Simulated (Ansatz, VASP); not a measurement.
**HfN in VASP and in Ansatz**

The input INCAR:

```
PREC = Accurate ; ENCUT = 600
EDIFF = 1E-6 ; ISMEAR = -1
SIGMA = 0.01 ; LREAL = False
LASPH = True ; NELM = 120
ALGO = Normal ; ISIF = 2
LWAVE = False ; LCHARG = False
GGA = PS ; NBANDS = 14
GGA_COMPAT = False
```

KPOINTS

```
regular mesh
0
Gamma
  10 10 10
```

POSCAR

```
HfN
1.0
    0.0000000000      2.2815900000      2.2590000000
    2.2815900000      0.0000000000      2.2590000000
    2.2815900000      2.2815900000      0.0000000000
Hf N
1 1
Direct
    0.0000000000      0.0000000000      0.0000000000
    0.5000000000      0.5000000000      0.5000000000
```

Input for Ansatz:

```yaml
crystal:
  lattice:
    - [0.0, 2.28159, 2.259]
    - [2.28159, 0.0, 2.259]
    - [2.28159, 2.28159, 0.0]
  atoms:
    - { symbol: Hf, position: [0.0, 0.0, 0.0] }
    - { symbol: "N", position: [0.5, 0.5, 0.5] }
kpoints:
  mp_grid: { grid: [10, 10, 10] }
  band_path:
    path:
      - [0.0, 0.0, 0.0]
      - [0.0, 0.5, 0.5]
      - [0.25, 0.75, 0.5]
      - [0.0, 0.5, 0.0]
      - [0.0, 0.0, 0.0]
      - [0.5, 0.5, 0.0]
      - [0.3775125, 0.6224875, 0.0]
      - [-0.3775125, 0.3775125, 0.0]
      - [0.0, 0.0, 0.0]
    npoints: 5
scf:
  occupations: { method: fermi_dirac, width: 0.01 }
hamiltonian:
  xc: pbesol
  pseudopotentials: { kind: all_electron, lapw: { basis_error: 0.0005 } }
output:
  forces: true
  stress: true
  eigenvalues: true
```

Change from the starting cell: equal xx and yy strain of +1 %.

Alike in both runs: task single point; functional PBEsol; k mesh 10 × 10 × 10; occupations fermi-dirac, width 0.01 eV; no spin polarisation.

|  | VASP | Ansatz |
| --- | --- | --- |
| version | VASP 6.6.1 | Ansatz 0.2.0 |
| potentials or method | VASP PAW PBE potentials, release 64 (Hf_pv, N), cutoff 600 eV | all-electron LAPW, scalar-relativistic |

VASP gave:

| Quantity | Value |
| --- | --- |
| pressure (GPa) | -10.3 |
| traceless stress, the component that is largest in VASP (GPa) | 2.76 |

Q: What did Ansatz give for the same quantities?

A: Pressure (GPa): -8.1; traceless stress, the component that is largest in VASP (GPa): 2.73.

VASP's potentials were made for PBE, not for PBEsol. Ansatz ran all-electron here, and VASP with PAW potentials.

Neither program's run includes spin-orbit coupling.
